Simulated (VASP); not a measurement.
A run of VASP 6.6.1:

The input INCAR:

```
SYSTEM = C
PREC = Accurate
ENCUT = 520
EDIFF = 1E-6
ISMEAR = -1
SIGMA = 0.08
LREAL = .FALSE.
LASPH = .TRUE.
NELM = 80
ALGO = Normal
ISIF = 2
LWAVE = .FALSE.
LCHARG = .FALSE.
GGA = CA
NBANDS = 11
```

The input KPOINTS:

```
Automatic mesh
0
G
  20 20 20
  0 0 0
```

Contents of POSCAR:

```
C
1.0
    0.0535020000      1.8101510000      1.8101510000
    1.8101510000      0.0535020000      1.8101510000
    1.8101510000      1.8101510000      0.0535020000
C
2
Direct
    0.5000000000      0.5000000000      0.5000000000
    0.7500000000      0.7500000000      0.7500000000
```

Potentials or basis: VASP PAW LDA potentials, release 64 (C).

Launch:

```sh
$ cat potpaw_LDA.64/C/POTCAR > POTCAR
$ mpirun -np 1 vasp_std > vasp.out
```

Hardware: 1 thread of Intel Xeon 8259CL, with other jobs on the host.

Estimate the wall time of this run.

Wall time 120 s on 1 thread of Intel Xeon 8259CL, with other jobs on the host, peak memory 0.18 GiB. Counts: scf iterations 11, k points 781.
